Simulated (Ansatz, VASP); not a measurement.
## Zr: VASP beside Ansatz

```
Zr
1.0
    -1.77932    1.77932    1.77932
     1.77932   -1.77932    1.77932
     1.77932    1.77932   -1.77932
Zr
1
Direct
  0.00000 0.00000 0.00000
```

Change from the starting cell: volume scaled by 0.95.

Alike in both runs: task single point; functional PBEsol; k mesh 14 × 14 × 14; occupations fermi-dirac, width 0.08 eV; no spin polarisation.

|  | VASP | Ansatz |
| --- | --- | --- |
| version | VASP 6.6.1 | Ansatz 0.2.0 |
| potentials or method | VASP PAW PBE potentials, release 64 (Zr_sv), cutoff 520 eV | all-electron LAPW, scalar-relativistic |

|  | VASP | Ansatz | Ansatz less VASP |
| --- | --- | --- | --- |
| pressure (GPa) | -2.7 | -2.7 | -0.05 |

VASP's potentials were made for PBE, not for PBEsol. Ansatz ran all-electron here, and VASP with PAW potentials.
